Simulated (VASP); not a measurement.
# Li4NbO4 (Cm) in VASP: a series of runs

Runs on Li4NbO4. Level: PBEsol. Tasks: single point.

Program: VASP 6.6.1. These are calculated values, not measurements. Logs are shortened: lines on timing, memory, paths and dates and some standing lists are left out, and cuts for length are marked.

**1. The cell of the first run**

It takes space group Cm (No. 8, monoclinic). Conventional cell: a = 10.782 Å, b = 3.260 Å, c = 7.624 Å, α = 90.00°, β = 135.00°, γ = 90.00°. Li (site symmetry m) has 1 O at 1.30 Å within 1.7 Å. Li (site symmetry m) has 4 O at 1.92 to 2.04 Å and 2 Li at 2.51 Å within 2.6 Å. Within 2.6 Å of Li (site symmetry m) lie 4 O at 1.92 to 2.04 Å and 2 Li at 2.51 Å. Li (site symmetry m) has 4 O at 1.92 to 2.04 Å and 2 Li at 2.21 Å within 2.5 Å. Within 2.6 Å of Nb (site symmetry m) lie 4 O at 1.94 Å and 1 Li at 2.11 Å. Within 2.5 Å of O (site symmetry m) lie 4 Li at 1.92 to 2.04 Å and 1 Nb at 1.94 Å. O (site symmetry m) has 1 Nb at 1.94 Å and 4 Li at 1.94 to 2.33 Å within 2.6 Å. Within 1.7 Å of O (site symmetry m) lie 1 Li at 1.30 Å.

**2. Single point, PBEsol (atom 1 (Li) moved by +0.000 Å along [1 0 0] and +0.810 Å along [0 1 0])**

File INCAR:

```
SYSTEM = Li4NbO4
PREC     = Accurate       ! precision mode
ENCUT    = 520            ! plane-wave cutoff, eV
EDIFF    = 1E-6           ! SCF threshold, eV
ISMEAR   = 0              ! smearing method
SIGMA    = 0.05           ! smearing width, eV
LREAL    = .False.        ! projectors in reciprocal space
LASPH    = .True.         ! aspherical terms in the spheres
NELM     = 80             ! most SCF steps
ALGO     = Normal         ! electronic algorithm
ISIF     = 2              ! what is computed and relaxed
LWAVE    = .False.        ! write WAVECAR
LCHARG   = .True.         ! write CHGCAR
GGA      = PS             ! functional
LELF     = .True.         ! ELF
LVHAR    = .True.       
NBANDS   = 34             ! bands
```

File KPOINTS:

```
regular mesh
0
Gamma
  10 10 10
  0 0 0
```

File POSCAR:

```
Li4NbO4
1.0
   -3.8119495391      3.8119495391      1.6301049253
    3.8119495391     -3.8119495391      1.6301049253
    3.8119495391      3.8119495391     -1.6301049253
Li Nb O
4 1 4
Direct
    0.2279101365      0.1573280220      0.3852381585
    0.8426719780      0.3341549847      0.1768269627
    0.1573280220      0.6658450153      0.8231730373
    0.6658450153      0.8426719780      0.5085169933
    0.0000000000      0.0000000000      0.0000000000
    0.7589255465      0.0797104317      0.8386359782
    0.9202895683      0.7589255465      0.6792151148
    0.0797104317      0.2410744535      0.3207848852
    0.2410744535      0.9202895683      0.1613640218
```

Potentials or basis: VASP PAW PBE potentials, release 64 (Li_sv, Nb_sv, O).

Command:

```console
$ cat potpaw_PBE.64/Li_sv/POTCAR potpaw_PBE.64/Nb_sv/POTCAR potpaw_PBE.64/O/POTCAR > POTCAR
$ mpirun -np 1 vasp_std > vasp.out
```

OUTCAR:

```text
SYSTEM = Li4NbO4
   PREC = Accurate
   ENCUT = 520
   EDIFF = 1E-6
   ISMEAR = 0
   LREAL = .False.
   LASPH = .True.
   NELM = 80
   ISIF = 2
   GGA = PS

 ion  position               nearest neighbor table
   1  0.228  0.157  0.385-   8 1.30   9 1.81   5 2.11   4 2.21   4 2.21
   2  0.843  0.334  0.177-   9 1.92   9 1.92   8 1.94   6 2.04   3 2.51   3 2.51   5 2.82
   3  0.157  0.666  0.823-   6 1.92   6 1.92   7 1.94   9 2.04   2 2.51   2 2.51   5 2.82
   4  0.666  0.843  0.509-   8 1.92   8 1.92   6 1.94   7 2.04   1 2.21   1 2.21   5 2.82
   5  0.000  0.000  0.000-   7 1.94   8 1.94   6 1.94   9 1.94   1 2.11   3 2.82   4 2.82   2 2.82

   6  0.759  0.080  0.839-   3 1.92   3 1.92   5 1.94   4 1.94   2 2.04
   7  0.920  0.759  0.679-   5 1.94   3 1.94   4 2.04
   8  0.080  0.241  0.321-   1 1.30   4 1.92   4 1.92   5 1.94   2 1.94
   9  0.241  0.920  0.161-   1 1.81   2 1.92   2 1.92   5 1.94   3 2.04

  LATTYP: Found a body centered tetragonal cell.
 ALAT       =     7.6238990782
 C/A-ratio  =     0.4276302476

  Lattice vectors:

 A1 = (  -3.8119495391,   3.8119495391,   1.6301049253)
 A2 = (   3.8119495391,  -3.8119495391,   1.6301049253)
 A3 = (   3.8119495391,   3.8119495391,  -1.6301049253)

Analysis of symmetry for initial positions (statically):
=====================================================================
 Subroutine PRICEL returns:
 Original cell was already a primitive cell.

 Routine SETGRP: Setting up the symmetry group for a
 body centered tetragonal supercell.

 Subroutine GETGRP returns: Found  2 space group operations
 (whereof  2 operations were pure point group operations)
 out of a pool of 16 trial point group operations.

The static configuration has the point symmetry C_1h.

Analysis of symmetry for dynamics (positions and initial velocities):
=====================================================================
 Subroutine PRICEL returns:
 Original cell was already a primitive cell.

 Routine SETGRP: Setting up the symmetry group for a
 body centered tetragonal supercell.

 Subroutine GETGRP returns: Found  2 space group operations
 (whereof  2 operations were pure point group operations)
 out of a pool of 16 trial point group operations.

The dynamic configuration has the point symmetry C_1h.

 Subroutine INISYM returns: Found  2 space group operations
 (whereof  2 operations are pure point group operations),
 and found     1 'primitive' translations

----------------------------------------------------------------------------------------

                                     Primitive cell

  volume of cell :      94.7480

  direct lattice vectors                    reciprocal lattice vectors
    -3.811949539  3.811949539  1.630104925     0.000000000  0.131166479  0.306728722
     3.811949539 -3.811949539  1.630104925     0.131166479  0.000000000  0.306728722
     3.811949539  3.811949539 -1.630104925     0.131166479  0.131166479  0.000000000

  length of vectors
     5.631976620  5.631976620  5.631976620     0.333597293  0.333597293  0.185497414

  position of ions in fractional coordinates (direct lattice)
     0.227910137  0.157328022  0.385238159
     0.842671978  0.334154985  0.176826963
     0.157328022  0.665845015  0.823173037
     0.665845015  0.842671978  0.508516993
     0.000000000  0.000000000  0.000000000
     0.758925547  0.079710432  0.838635978
     0.920289568  0.758925547  0.679215115
     0.079710432  0.241074453  0.320784885
     0.241074453  0.920289568  0.161364022

  ion indices of the primitive-cell ions
   primitive index   ion index
                 1           1
                 2           2
                 3           3
                 4           4
                 5           5
                 6           6
                 7           7
                 8           8
                 9           9

----------------------------------------------------------------------------------------

 KPOINTS: regular mesh

Automatic generation of k-mesh.
 Grid dimensions read from file:
 generate k-points for:   10   10   10

 Generating k-lattice:

  Cartesian coordinates                     Fractional coordinates (reciprocal lattice)
     0.000000000  0.013116648  0.030672872     0.100000000  0.000000000  0.000000000
     0.013116648  0.000000000  0.030672872     0.000000000  0.100000000  0.000000000
     0.013116648  0.013116648  0.000000000     0.000000000  0.000000000  0.100000000

  Length of vectors
     0.033359729  0.033359729  0.018549741

  Shift w.r.t. Gamma in fractional coordinates (k-lattice)
     0.000000000  0.000000000  0.000000000

 Subroutine IBZKPT returns following result:
 ===========================================

 Found    282 irreducible k-points:

 Following reciprocal coordinates:
            Coordinates               Weight
  0.000000  0.000000  0.000000      1.000000
  0.100000  0.000000 -0.000000      4.000000
  0.100000  0.000000 -0.100000      4.000000
  0.200000  0.000000 -0.000000      4.000000
  0.200000  0.000000 -0.200000      4.000000
  0.300000 -0.000000  0.000000      4.000000
[... 16 lines left out ...]
  0.500000  0.000000 -0.400000      4.000000
 -0.100000 -0.400000  0.000000      4.000000
 [... further k-points ...]
   k-points           NKPTS =    282   k-points in BZ     NKDIM =    282   number of bands    NBANDS=     34
   number of dos      NEDOS =    301   number of ions     NIONS =      9
   total plane-waves  NPLWV =  74088
   dimension x,y,z NGX =    42 NGY =   42 NGZ =   42
   dimension x,y,z NGXF=    84 NGYF=   84 NGZF=   84
   ions per type =               4   1   4
   NGX,Y,Z   is equivalent  to a cutoff of  12.40, 12.40, 12.40 a.u.
   NGXF,Y,Z  is equivalent  to a cutoff of  24.80, 24.80, 24.80 a.u.
 SYSTEM =  Li4NbO4
   PREC   = accura    normal or accurate (medium, high low for compatibility)
   ISTART =      0    job   : 0-new  1-cont  2-samecut
   ICHARG =      2    charge: 1-file 2-atom 10-const
   ISPIN  =      1    spin polarized calculation?
   LNONCOLLINEAR =      F non collinear calculations
   LSORBIT =      F    spin-orbit coupling
   LASPH  =      T    aspherical Exc in radial PAW
   ENCUT  =  520.0 eV  38.22 Ry    6.18 a.u.  10.47 10.47 10.47*2*pi/ulx,y,z
   NELM   =     80;   NELMIN=  2; NELMDL= -5     # of ELM steps
   EDIFF  = 0.1E-05   stopping-criterion for ELM
   LREAL  =      F    real-space projection
   EDIFFG = 0.1E-04   stopping-criterion for IOM
   NSW    =      0    number of steps for IOM
   IBRION =     -1    ionic relax: 0-MD 1-quasi-New 2-CG
   NFREE  =      0    steps in history (QN), initial steepest desc. (CG)
   ISIF   =      2    stress and relaxation
   ISYM   =      2    0-nonsym 1-usesym 2-fastsym
   POTIM  = 0.5000    time-step for ionic-motion
   TEBEG  =    0.0;   TEEND  =   0.0 temperature during run
   PSTRESS=    0.0 pullay stress
   NELECT =      49.0000    total number of electrons
   NUPDOWN=      -1.0000    fix difference up-down
   EMIN   =  10.00;   EMAX   =-10.00  energy-range for DOS
   EFERMI =   0.00;   METHOD = LEGACY
   ISMEAR =     0;   SIGMA  =   0.05  broadening in eV -4-tet -1-fermi 0-gaus
   EFERMI_NEDOS =   21; number of points for ismear=-14 and -15
   IALGO  =     38    algorithm
   IMIX   =      4    mixing-type and parameters
     AMIX     =   0.40;   BMIX     =  1.00
     AMIX_MAG =   1.60;   BMIX_MAG =  1.00
  volume/ion in A,a.u.               =      10.53        71.04
  Fermi-wavevector in a.u.,A,eV,Ry     =   1.314065  2.483223 23.494096  1.726767
  Thomas-Fermi vector in A             =   2.444344
   LORBIT       =      0    0 simple, 1 ext, 2 COOP (PROOUT), +10 PAW based schemes
   GGA     = PS    functional components
   LHFCALC =     F    Hartree Fock is set to
   AEXX    =    0.0000 exact exchange contribution
   IVDW    =     0    specifies the selected vdW correction
   LEPSILON=     F    determine dielectric tensor
   LRPA    =     F    only Hartree local field effects (RPA)
 non-spin polarized calculation
 Gauss-broadening in eV      SIGMA  =   0.05
  energy-cutoff  :      520.00
  volume of cell :       94.75
 maximum number of plane-waves:      2570
 NGX is ok and might be reduce to    42
   NGX = 21   NGY = 21   NGZ = 21

 number of electron      49.0000001 magnetization

 Free energy of the ion-electron system (eV)
  ---------------------------------------------------
  ext. energy  EPLUGINS =         0.00000000
  ---------------------------------------------------
  free energy    TOTEN  =       -55.38513753 eV

  energy without entropy =      -55.38513753  energy(sigma->0) =      -55.38513753

 E-fermi :   3.3663     XC(G=0):  -9.9156

 val. band max:        2.9637987686   @ k =  -0.1000  -0.1000   0.1000
 cond. band min:       4.2287802103   @ k =  -0.4000  -0.3000   0.3000
 fundamental gap:      1.2649814416
 Fermi energy:         3.3662772886

 k-point     1 :       0.0000    0.0000    0.0000
  band No.  band energies     occupation
      1     -52.0062      2.00000
      2     -40.3888      2.00000
      3     -40.1719      2.00000
      4     -39.9819      2.00000
      5     -39.7440      2.00000
      6     -28.4182      2.00000
[... 26 lines left out ...]
     33      11.6420      0.00000
     34      13.3368      0.00000

 k-point     2 :       0.1000    0.0000   -0.0000
  band No.  band energies     occupation
      1     -52.0043      2.00000
      2     -40.3833      2.00000
      3     -40.1765      2.00000
      4     -39.9810      2.00000
      5     -39.7438      2.00000
      6     -28.4155      2.00000
[... 26 lines left out ...]
     33      11.5423      0.00000
     34      13.2158      0.00000
[... 775 lines left out ...]
     33      12.0775      0.00000
     34      12.9477      0.00000

 k-point    24 :      -0.1000   -0.4000    0.0000
  band No.  band energies     occupation
      1     -51.9856      2.00000
      2     -40.3002      2.00000
      3     -40.2509      2.00000
      4     -39.9724      2.00000
      5     -39.7420      2.00000
      6     -28.3899      2.00000
[... 26 lines left out ...]
     33      12.2502      0.00000
     34      13.0291      0.00000

 [... further k-points ...]

------------------------ aborting loop because EDIFF is reached ----------------------------------------

  FORCE on cell =-STRESS in cart. coord.  units (eV):
  Direction    XX          YY          ZZ          XY          YZ          ZX
  --------------------------------------------------------------------------------------
  -------------------------------------------------------------------------------------
  Total        5.7542078     17.0386732      0.3322611     -3.7133263      0.0000000      0.0000000
  in kB       97.3030127    288.1220647      5.6184990    -62.7919340      0.0000000      0.0000000
  external PRESSURE =     130.3478588 kB  Pullay stress =       0.0000000 kB

 VOLUME and BASIS-vectors are now :
 -----------------------------------------------------------------------------
  energy-cutoff  :      520.00
  volume of cell :       94.75
      direct lattice vectors                 reciprocal lattice vectors
    -3.811949539  3.811949539  1.630104925     0.000000000  0.131166479  0.306728722
     3.811949539 -3.811949539  1.630104925     0.131166479  0.000000000  0.306728722
     3.811949539  3.811949539 -1.630104925     0.131166479  0.131166479  0.000000000

 POSITION                                       TOTAL-FORCE (eV/Angst)
 -----------------------------------------------------------------------------------
      1.19945      1.73756      0.00000        -4.825579     16.281952     -0.000000
     -1.26439      2.61250      1.63010         0.201011     -0.024794     -0.000000
      5.07634      1.19945      0.00000        -0.035009     -0.409710     -0.000000
      2.61250      1.26439      1.63010         0.726488      0.081536     -0.000000
      0.00000      0.00000      0.00000        -4.198351     -3.869717      0.000000
      0.60770      5.78597      0.00000         0.100788      0.312218     -0.000000
      1.97402      3.20425      1.63010         0.923077     -0.419911     -0.000000
      1.83793      0.60770      0.00000         6.702487    -11.434828      0.000000
      3.20425     -1.97402      1.63010         0.405090     -0.516746     -0.000000
 -----------------------------------------------------------------------------------
    total drift:                                0.000923     -0.001258      0.000022

  FREE ENERGIE OF THE ION-ELECTRON SYSTEM (eV)
  ---------------------------------------------------
  free  energy   TOTEN  =       -55.3851375303 eV

  energy  without entropy=      -55.3851375303  energy(sigma->0) =      -55.38513753
```

Wall time 12 min (1 thread of Intel Xeon 6975P-C (Granite Rapids), shared host); peak memory 0.79 GiB.

What came out:

```yaml
Free_energy: -55.3851 eV
Largest_force: 16.982 eV/Å
Band_gap_on_the_k_mesh: zero (an odd number of electrons rules out a gap without spin polarisation)
```

Forces on the atoms (eV/Å):
```
Li   -4.826  16.282   0.000
Li    0.201  -0.025   0.000
Li   -0.035  -0.410   0.000
Li    0.726   0.082   0.000
Nb   -4.198  -3.870   0.000
O     0.101   0.312   0.000
O     0.923  -0.420   0.000
O     6.702 -11.435   0.000
O     0.405  -0.517   0.000
```

Levels at points of the mesh, in eV from the Fermi level:
| k point | band 21 | band 22 | band 23 | band 24 | band 25 | band 26 | band 27 | band 28 | band 29 | band 30 |
| --- | --- | --- | --- | --- | --- | --- | --- | --- | --- | --- |
| (0.00, 0.00, 0.00) | -2.27 | -1.95 | -1.74 | -1.68 | -1.56 | 2.82 | 2.95 | 2.95 | 4.67 | 6.11 |
| (0.50, 0.00, 0.00) | -2.70 | -2.38 | -1.91 | -1.75 | 1.75 | 1.85 | 3.18 | 4.32 | 4.86 | 6.41 |
| (0.50, 0.00, 0.50) | -2.75 | -2.25 | -1.95 | -1.81 | 1.73 | 1.88 | 3.18 | 4.33 | 4.87 | 6.28 |
| (0.50, 0.50, 0.00) | -2.43 | -2.08 | -1.96 | -1.66 | -1.63 | 2.80 | 2.98 | 3.04 | 5.15 | 5.98 |
| (0.00, 0.00, 0.50) | -2.32 | -2.28 | -2.01 | -1.84 | -1.66 | 2.83 | 2.97 | 3.00 | 5.12 | 6.13 |
| (0.50, 0.50, 0.50) | -2.42 | -2.19 | -2.08 | -1.79 | -1.57 | 2.79 | 2.84 | 3.01 | 5.19 | 5.89 |

Caveat: the cell differs from its parent crystal (atom 1 (Li) moved by +0.000 Å along [1 0 0] and +0.810 Å along [0 1 0]); the cutoff is under 1.25 times the usual one of these potentials, so pressure, stress and relaxed cells hold a basis-set (Pulay) error; atoms lie so close that the PAW spheres overlap strongly, which falsifies energies and pressures; the PAW data sets were made with another functional, which shifts forces and pressure a little; an odd number of electrons without spin polarisation forces a metal; a magnetic or distorted state may lie lower.

**3. Single point, PBEsol (atom 1 (Li) moved by -0.608 Å along [1 0 0] and +0.203 Å along [0 1 0])**

File INCAR:

```
SYSTEM = Li4NbO4
  ALGO = Normal
  EDIFF = 1E-6
  ENCUT = 520
  GGA = PS
  ISIF = 2
  ISMEAR = 0
  LASPH = .TRUE.
  LCHARG = .FALSE.
  LREAL = .FALSE.
  LWAVE = .FALSE.
  NBANDS = 34
  NELM = 80
  PREC = Accurate
  SIGMA = 0.05
```

File KPOINTS:

```
k-points
0
G
  10 10 10
  0 0 0
```

Edit POSCAR of step 2 so:

```diff
@@ -8,3 +8,3 @@
 Direct
-    0.2279101365      0.1573280220      0.3852381585
+    0.3075937727      0.0776443859      0.3852381585
     0.8426719780      0.3341549847      0.1768269627
```

Potentials or basis: VASP PAW PBE potentials, release 64 (Li_sv, Nb_sv, O).

Command:

```console
$ cat potpaw_PBE.64/Li_sv/POTCAR potpaw_PBE.64/Nb_sv/POTCAR potpaw_PBE.64/O/POTCAR > POTCAR
$ mpirun -np 1 vasp_std > vasp.out
```

Run time: 10 min. Hardware: 1 thread of Intel Xeon 6975P-C (Granite Rapids), shared host; peak memory 0.8 GiB.

The run converged. Its results:

- Free energy: -56.3134 eV
- Largest force: 15.590 eV/Å
- Band gap on the k mesh: zero (an odd number of electrons rules out a gap without spin polarisation)

Forces in eV/Å, atoms in the order of the input:
```
Li   14.210   6.413   0.000
Li   -0.522   0.042   0.000
Li   -0.028  -0.224   0.000
Li   -0.202   0.454   0.000
Nb   -1.082  -2.566   0.000
O     0.082   0.272   0.000
O     0.128   0.121   0.000
O    -0.374   0.007   0.000
O   -12.213  -4.519   0.000
```

Levels at points of the mesh, in eV from the Fermi level:
```
           k point  band 23  band 24  band 25  band 26  band 27  band 28
(0.00, 0.00, 0.00)    -1.64    -1.48    -1.44     2.89     3.22     3.32
(0.50, 0.00, 0.00)    -1.74    -1.70     1.78     2.13     3.50     4.44
(0.50, 0.00, 0.50)    -1.79    -1.70     1.84     2.05     3.52     4.43
(0.50, 0.50, 0.00)    -1.82    -1.50    -1.43     2.89     3.22     3.41
(0.00, 0.00, 0.50)    -1.83    -1.69    -1.69     2.89     3.22     3.32
(0.50, 0.50, 0.50)    -1.83    -1.62    -1.38     2.86     2.91     3.23
```

Caveat: the cell differs from its parent crystal (atom 1 (Li) moved by -0.608 Å along [1 0 0] and +0.203 Å along [0 1 0]); the cutoff is under 1.25 times the usual one of these potentials, so pressure, stress and relaxed cells hold a basis-set (Pulay) error; atoms lie so close that the PAW spheres overlap strongly, which falsifies energies and pressures; the PAW data sets were made with another functional, which shifts forces and pressure a little; an odd number of electrons without spin polarisation forces a metal; a magnetic or distorted state may lie lower.

(Continued in part 2 of 2.)

The gap in the log of VASP goes by the Fermi energy; the results here count the filled bands.